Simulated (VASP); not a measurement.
# ScAl3 (Pm-3m) in VASP: a series of runs

The runs below take ScAl3 through single point, with PBE.

Program: VASP 6.6.1. These are calculated values, not measurements. Logs are shortened: lines on timing, memory, paths and dates and some standing lists are left out, and cuts for length are marked.

### 1 The cell of the first run

It takes space group Pm-3m (No. 221, cubic). The conventional cell has a = 4.186 Å, b = 4.186 Å, c = 4.186 Å, α = 90.00°, β = 90.00°, γ = 90.00°. Sc (site symmetry m-3m) has 12 Al at 2.96 Å within 3.9 Å. Al (site symmetry 4/mmm) has 4 Sc at 2.96 Å and 8 Al at 2.96 Å within 3.9 Å.

### 2 Single point, PBE (18.34 Å³/atom)

Input file INCAR:

```
  PREC = Accurate
  ENCUT = 520
  EDIFF = 1E-6
  ISMEAR = 0
  SIGMA = 0.1
  LREAL = False
  LASPH = True
  NELM = 100
  ALGO = Fast
  ISIF = 2
  LWAVE = False
  LCHARG = False
  GGA = PE
  NBANDS = 18
```

Input file KPOINTS:

```
regular mesh
0
Gamma
  10 10 10
```

Input file POSCAR:

```
ScAl3
1.0
    4.1858477155      0.0000000000      0.0000000000
    0.0000000000      4.1858477155      0.0000000000
    0.0000000000      0.0000000000      4.1858477155
Sc Al
1 3
Direct
    0.0000000000      0.0000000000      0.0000000000
    0.5000000000      0.0000000000      0.5000000000
    0.0000000000      0.5000000000      0.5000000000
    0.5000000000      0.5000000000      0.0000000000
```

Potentials or basis: VASP PAW PBE potentials, release 64 (Sc_sv, Al).

Started as:

```sh
$ cat potpaw_PBE.64/Sc_sv/POTCAR potpaw_PBE.64/Al/POTCAR > POTCAR
$ mpirun -np 1 vasp_std > vasp.out
```

OUTCAR:

```text
PREC = Accurate
   ENCUT = 520
   EDIFF = 1E-6
   ISMEAR = 0
   LREAL = False
   LASPH = True
   NELM = 100
   ISIF = 2
   GGA = PE

 ion  position               nearest neighbor table
   1  0.000  0.000  0.000-   2 2.96   3 2.96   4 2.96   2 2.96   3 2.96   3 2.96   4 2.96   3 2.96
                             2 2.96   4 2.96   2 2.96   4 2.96
   2  0.500  0.000  0.500-   1 2.96   3 2.96   4 2.96   1 2.96   4 2.96   3 2.96   4 2.96   4 2.96
                             1 2.96   3 2.96   1 2.96   3 2.96
   3  0.000  0.500  0.500-   1 2.96   2 2.96   4 2.96   1 2.96   4 2.96   1 2.96   2 2.96   1 2.96
                             2 2.96   4 2.96   4 2.96   2 2.96
   4  0.500  0.500  0.000-   1 2.96   2 2.96   3 2.96   2 2.96   3 2.96   1 2.96   2 2.96   2 2.96
                             1 2.96   3 2.96   3 2.96   1 2.96

  LATTYP: Found a simple cubic cell.
 ALAT       =     4.1858477155

  Lattice vectors:

 A1 = (   4.1858477155,   0.0000000000,   0.0000000000)
 A2 = (   0.0000000000,   4.1858477155,   0.0000000000)
 A3 = (   0.0000000000,   0.0000000000,   4.1858477155)

Analysis of symmetry for initial positions (statically):
=====================================================================
 Subroutine PRICEL returns:
 Original cell was already a primitive cell.

 Routine SETGRP: Setting up the symmetry group for a
 simple cubic supercell.

 Subroutine GETGRP returns: Found 48 space group operations
 (whereof 48 operations were pure point group operations)
 out of a pool of 48 trial point group operations.

The static configuration has the point symmetry O_h .

Analysis of symmetry for dynamics (positions and initial velocities):
=====================================================================
 Subroutine PRICEL returns:
 Original cell was already a primitive cell.

 Routine SETGRP: Setting up the symmetry group for a
 simple cubic supercell.

 Subroutine GETGRP returns: Found 48 space group operations
 (whereof 48 operations were pure point group operations)
 out of a pool of 48 trial point group operations.

The dynamic configuration has the point symmetry O_h .

 Subroutine INISYM returns: Found 48 space group operations
 (whereof 48 operations are pure point group operations),
 and found     1 'primitive' translations

----------------------------------------------------------------------------------------

                                     Primitive cell

  volume of cell :      73.3416

  direct lattice vectors                    reciprocal lattice vectors
     4.185847715  0.000000000  0.000000000     0.238900234  0.000000000  0.000000000
     0.000000000  4.185847715  0.000000000     0.000000000  0.238900234  0.000000000
     0.000000000  0.000000000  4.185847715     0.000000000  0.000000000  0.238900234

  length of vectors
     4.185847715  4.185847715  4.185847715     0.238900234  0.238900234  0.238900234

  position of ions in fractional coordinates (direct lattice)
     0.000000000  0.000000000  0.000000000
     0.500000000  0.000000000  0.500000000
     0.000000000  0.500000000  0.500000000
     0.500000000  0.500000000  0.000000000

  ion indices of the primitive-cell ions
   primitive index   ion index
                 1           1
                 2           2
                 3           3
                 4           4

----------------------------------------------------------------------------------------

 KPOINTS: regular mesh

Automatic generation of k-mesh.
 Grid dimensions read from file:
 generate k-points for:   10   10   10

 Generating k-lattice:

  Cartesian coordinates                     Fractional coordinates (reciprocal lattice)
     0.023890023  0.000000000  0.000000000     0.100000000  0.000000000  0.000000000
     0.000000000  0.023890023  0.000000000     0.000000000  0.100000000  0.000000000
     0.000000000  0.000000000  0.023890023     0.000000000  0.000000000  0.100000000

  Length of vectors
     0.023890023  0.023890023  0.023890023

  Shift w.r.t. Gamma in fractional coordinates (k-lattice)
     0.000000000  0.000000000  0.000000000

 Subroutine IBZKPT returns following result:
 ===========================================

 Found     56 irreducible k-points:

 Following reciprocal coordinates:
            Coordinates               Weight
  0.000000  0.000000  0.000000      1.000000
  0.100000  0.000000  0.000000      6.000000
  0.200000  0.000000  0.000000      6.000000
  0.300000  0.000000  0.000000      6.000000
  0.400000  0.000000  0.000000      6.000000
  0.500000  0.000000  0.000000      3.000000
[... 16 lines left out ...]
  0.200000  0.100000  0.100000     24.000000
  0.300000  0.100000  0.100000     24.000000
 [... further k-points ...]
   k-points           NKPTS =     56   k-points in BZ     NKDIM =     56   number of bands    NBANDS=     18
   number of dos      NEDOS =    301   number of ions     NIONS =      4
   total plane-waves  NPLWV =  32768
   dimension x,y,z NGX =    32 NGY =   32 NGZ =   32
   dimension x,y,z NGXF=    64 NGYF=   64 NGZF=   64
   ions per type =               1   3
   NGX,Y,Z   is equivalent  to a cutoff of  12.71, 12.71, 12.71 a.u.
   NGXF,Y,Z  is equivalent  to a cutoff of  25.42, 25.42, 25.42 a.u.
 SYSTEM =  unknown system
   PREC   = accura    normal or accurate (medium, high low for compatibility)
   ISTART =      0    job   : 0-new  1-cont  2-samecut
   ICHARG =      2    charge: 1-file 2-atom 10-const
   ISPIN  =      1    spin polarized calculation?
   LNONCOLLINEAR =      F non collinear calculations
   LSORBIT =      F    spin-orbit coupling
   LASPH  =      T    aspherical Exc in radial PAW
   ENCUT  =  520.0 eV  38.22 Ry    6.18 a.u.   7.78  7.78  7.78*2*pi/ulx,y,z
   NELM   =    100;   NELMIN=  2; NELMDL= -5     # of ELM steps
   EDIFF  = 0.1E-05   stopping-criterion for ELM
   LREAL  =      F    real-space projection
   EDIFFG = 0.1E-04   stopping-criterion for IOM
   NSW    =      0    number of steps for IOM
   IBRION =     -1    ionic relax: 0-MD 1-quasi-New 2-CG
   NFREE  =      0    steps in history (QN), initial steepest desc. (CG)
   ISIF   =      2    stress and relaxation
   ISYM   =      2    0-nonsym 1-usesym 2-fastsym
   POTIM  = 0.5000    time-step for ionic-motion
   TEBEG  =    0.0;   TEEND  =   0.0 temperature during run
   PSTRESS=    0.0 pullay stress
   NELECT =      20.0000    total number of electrons
   NUPDOWN=      -1.0000    fix difference up-down
   EMIN   =  10.00;   EMAX   =-10.00  energy-range for DOS
   EFERMI =   0.00;   METHOD = LEGACY
   ISMEAR =     0;   SIGMA  =   0.10  broadening in eV -4-tet -1-fermi 0-gaus
   EFERMI_NEDOS =   21; number of points for ismear=-14 and -15
   IALGO  =     68    algorithm
   IMIX   =      4    mixing-type and parameters
     AMIX     =   0.40;   BMIX     =  1.00
     AMIX_MAG =   1.60;   BMIX_MAG =  1.00
  volume/ion in A,a.u.               =      18.34       123.73
  Fermi-wavevector in a.u.,A,eV,Ry     =   1.061618  2.006166 15.334198  1.127032
  Thomas-Fermi vector in A             =   2.197040
   LORBIT       =      0    0 simple, 1 ext, 2 COOP (PROOUT), +10 PAW based schemes
   GGA     = PE    functional components
   LHFCALC =     F    Hartree Fock is set to
   AEXX    =    0.0000 exact exchange contribution
   IVDW    =     0    specifies the selected vdW correction
   LEPSILON=     F    determine dielectric tensor
   LRPA    =     F    only Hartree local field effects (RPA)
 non-spin polarized calculation
 RMM-DIIS sequential band-by-band and
 Gauss-broadening in eV      SIGMA  =   0.10
  energy-cutoff  :      520.00
  volume of cell :       73.34
 maximum number of plane-waves:      2000
 NGX is ok and might be reduce to    32
   NGX = 15   NGY = 15   NGZ = 15

 number of electron      19.9999997 magnetization

 Free energy of the ion-electron system (eV)
  ---------------------------------------------------
  ext. energy  EPLUGINS =         0.00000000
  ---------------------------------------------------
  free energy    TOTEN  =       -19.24116915 eV

  energy without entropy =      -19.23314098  energy(sigma->0) =      -19.23715506

 E-fermi :   6.6549     XC(G=0): -10.1448

 val. band max:        6.6275458547   @ k =   0.2000   0.2000   0.1000
 cond. band min:       6.6668988390   @ k =   0.4000   0.1000   0.1000
 fundamental gap:      0.0393529843
 Fermi energy:         6.6548839172

 k-point     1 :       0.0000    0.0000    0.0000
  band No.  band energies     occupation
      1     -42.5717      2.00000
      2     -21.2496      2.00000
      3     -21.2496      2.00000
      4     -21.2496      2.00000
      5      -3.0135      2.00000
      6       4.1012      2.00000
[... 10 lines left out ...]
     17      11.6161      0.00000
     18      11.6161      0.00000

 k-point     2 :       0.1000    0.0000    0.0000
  band No.  band energies     occupation
      1     -42.5716      2.00000
      2     -21.2518      2.00000
      3     -21.2495      2.00000
      4     -21.2495      2.00000
      5      -2.9263      2.00000
      6       3.3374      2.00000
[... 10 lines left out ...]
     17      11.6775      0.00000
     18      11.6809      0.00000

 k-point     3 :       0.2000    0.0000    0.0000
  band No.  band energies     occupation
      1     -42.5714      2.00000
      2     -21.2576      2.00000
      3     -21.2490      2.00000
      4     -21.2490      2.00000
      5      -2.6673      2.00000
      6       2.2195      2.00000
[... 10 lines left out ...]
     17      11.5358      0.00000
     18      11.5370      0.00000

 k-point     4 :       0.3000    0.0000    0.0000
  band No.  band energies     occupation
      1     -42.5712      2.00000
      2     -21.2646      2.00000
      3     -21.2485      2.00000
      4     -21.2485      2.00000
      5      -2.2454      2.00000
      6       1.1251      2.00000
[... 375 lines left out ...]
      4     -21.2513      2.00000
      5      -2.7534      2.00000
      6       3.3180      2.00000
[... 10 lines left out ...]
     17      11.8412      0.00000
     18      11.9873      0.00000

 k-point    23 :       0.2000    0.1000    0.1000
  band No.  band energies     occupation
      1     -42.5713      2.00000
      2     -21.2571      2.00000
      3     -21.2511      2.00000
      4     -21.2509      2.00000
      5      -2.4972      2.00000
      6       2.3428      2.00000
[... 10 lines left out ...]
     17      11.3180      0.00000
     18      11.7282      0.00000

 k-point    24 :       0.3000    0.1000    0.1000
  band No.  band energies     occupation
      1     -42.5710      2.00000
      2     -21.2641      2.00000
      3     -21.2505      2.00000
      4     -21.2503      2.00000
      5      -2.0801      2.00000
      6       1.2710      2.00000
[... 10 lines left out ...]
     17      11.1373      0.00000
     18      11.8527      0.00000

 [... further k-points ...]
[... 5 lines left out ...]
  --------------------------------------------------------------------------------------
  -------------------------------------------------------------------------------------
  Total       -2.0397913     -2.0397913     -2.0397913      0.0000000     -0.0000000      0.0000000
  in kB      -44.5600888    -44.5600888    -44.5600888      0.0000000     -0.0000000      0.0000000
  external PRESSURE =     -44.5600888 kB  Pullay stress =       0.0000000 kB

 VOLUME and BASIS-vectors are now :
 -----------------------------------------------------------------------------
  energy-cutoff  :      520.00
  volume of cell :       73.34
      direct lattice vectors                 reciprocal lattice vectors
     4.185847715  0.000000000  0.000000000     0.238900234  0.000000000  0.000000000
     0.000000000  4.185847715  0.000000000     0.000000000  0.238900234  0.000000000
     0.000000000  0.000000000  4.185847715     0.000000000  0.000000000  0.238900234

 POSITION                                       TOTAL-FORCE (eV/Angst)
 -----------------------------------------------------------------------------------
      0.00000      0.00000      0.00000         0.000000      0.000000      0.000000
      2.09292      0.00000      2.09292         0.000000      0.000000      0.000000
      0.00000      2.09292      2.09292         0.000000      0.000000      0.000000
      2.09292      2.09292      0.00000         0.000000      0.000000      0.000000
 -----------------------------------------------------------------------------------
    total drift:                               -0.000000      0.000000      0.000000

  FREE ENERGIE OF THE ION-ELECTRON SYSTEM (eV)
  ---------------------------------------------------
  free  energy   TOTEN  =       -19.2411691509 eV

  energy  without entropy=      -19.2331409767  energy(sigma->0) =      -19.23715506
```

It took 53 s on 1 thread of Intel Xeon Platinum 8259CL at 2.50GHz (Skylake/Cascade Lake), shared host; peak memory 0.22 GiB.

Results:

| Quantity | Value |
| --- | --- |
| Free energy | -19.2412 eV |
| Pressure | -4.5 GPa |
| Band gap on the k mesh | zero (bands 10 and 11 overlap by 3.66 eV) |

Caveat: the cell stands under tension.

### 3 Single point, PBE (19.03 Å³/atom)

This run uses another cell than the first one, of 19.03 Å³/atom.

Input file INCAR:

```
SYSTEM = ScAl3
PREC = Accurate
ENCUT = 520
EDIFF = 1E-7
ISMEAR = 0
SIGMA = 0.1
LREAL = .False.
LASPH = .True.
NELM = 100
ALGO = Normal
ISIF = 2
LWAVE = .False.
LCHARG = .False.
GGA = PE
NBANDS = 18
```

Input file KPOINTS:

```
regular mesh
0
Gamma
  10 10 10
  0 0 0
```

Input file POSCAR:

```
ScAl3
1.0
    4.2378511412      0.0000000000      0.0000000000
    0.0000000000      4.2378511412      0.0000000000
    0.0000000000      0.0000000000      4.2378511412
Sc Al
1 3
Direct
    0.0000000000      0.0000000000      0.0000000000
    0.5000000000      0.0000000000      0.5000000000
    0.0000000000      0.5000000000      0.5000000000
    0.5000000000      0.5000000000      0.0000000000
```

Potentials or basis: VASP PAW PBE potentials, release 64 (Sc_sv, Al).

Started as:

```sh
$ cat potpaw_PBE.64/Sc_sv/POTCAR potpaw_PBE.64/Al/POTCAR > POTCAR
$ mpirun -np 1 vasp_std > vasp.out
```

Wall time 54 s (1 thread of Intel Xeon Platinum 8259CL at 2.50GHz (Skylake/Cascade Lake), shared host); peak memory 0.21 GiB.

It converged, with:

* Free energy: -19.1448 eV
* Pressure: -6.7 GPa
* Band gap on the k mesh: zero (bands 10 and 11 overlap by 3.48 eV)

Levels at points of the mesh, in eV from the Fermi level:
| k point | band 8 | band 9 | band 10 | band 11 | band 12 | band 13 |
| --- | --- | --- | --- | --- | --- | --- |
| (0.00, 0.00, 0.00) | -1.74 | -1.74 | -1.74 | 1.23 | 1.23 | 1.23 |
| (0.50, 0.00, 0.00) | -1.55 | -1.26 | 0.29 | 0.87 | 0.87 | 1.37 |
| (0.50, 0.50, 0.00) | -4.09 | -0.46 | -0.46 | 1.19 | 1.25 | 1.86 |
| (0.50, 0.50, 0.50) | -4.08 | -2.83 | -2.83 | -2.83 | 0.73 | 2.33 |

Caveat: the cell stands under tension.

The gap in the log of VASP goes by the Fermi energy; the results here count the filled bands.